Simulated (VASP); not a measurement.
Input of a VASP 6.6.1 run:

File POSCAR:

```
Ti
1.0
    0.0000000000      2.0567135898      2.0567135898
    2.0567135898      0.0000000000      2.0567135898
    2.0567135898      2.0567135898      0.0000000000
Ti
1
Direct
    0.0000000000      0.0000000000      0.0000000000
```

INCAR.step1

```
SYSTEM = Ti
  PREC = Accurate
  ENCUT = 520
  EDIFF = 1E-5
  ISMEAR = -1
  SIGMA = 0.05
  LREAL = .False.
  LASPH = .True.
  NELM = 100
  ALGO = Normal
  ISIF = 2
  LWAVE = .True.
  LCHARG = .False.
  NBANDS = 12
  GGA = PE
```

File INCAR.step2:

```
SYSTEM = Ti
  PREC = Accurate
  ENCUT = 520
  EDIFF = 1E-6
  ISMEAR = -1
  SIGMA = 0.05
  LREAL = .False.
  LASPH = .True.
  NELM = 100
  ALGO = Normal
  ISIF = 2
  LWAVE = .False.
  LCHARG = .False.
  GGA = PE
  LHFCALC = .True.
  HFSCREEN = 0.2079
  PRECFOCK = Normal
  NBANDS = 12
  ISTART = 1
```

The input KPOINTS:

```
Automatic mesh
0
Gamma
  6 6 6
  0 0 0
```

Potentials or basis: VASP PAW PBE potentials, release 64 (Ti_sv).

The run is started by

```sh
$ cat potpaw_PBE.64/Ti_sv/POTCAR > POTCAR
$ cp INCAR.step1 INCAR
$ mpirun -np 1 vasp_std > vasp.out
$ cp INCAR.step2 INCAR
$ mpirun -np 1 vasp_std > vasp.out
```

Q: What does it give for the band gap on the k mesh?

A: Zero (bands 6 and 7 overlap by 1.47 eV).

Q: Estimate the pressure.

A: -1.4 GPa.

Caveat: the k points lie up to 0.44 Å⁻¹ apart, too coarse for converged energies and pressures of a metal; the PAW data sets were made with another functional, which shifts forces and pressure a little.
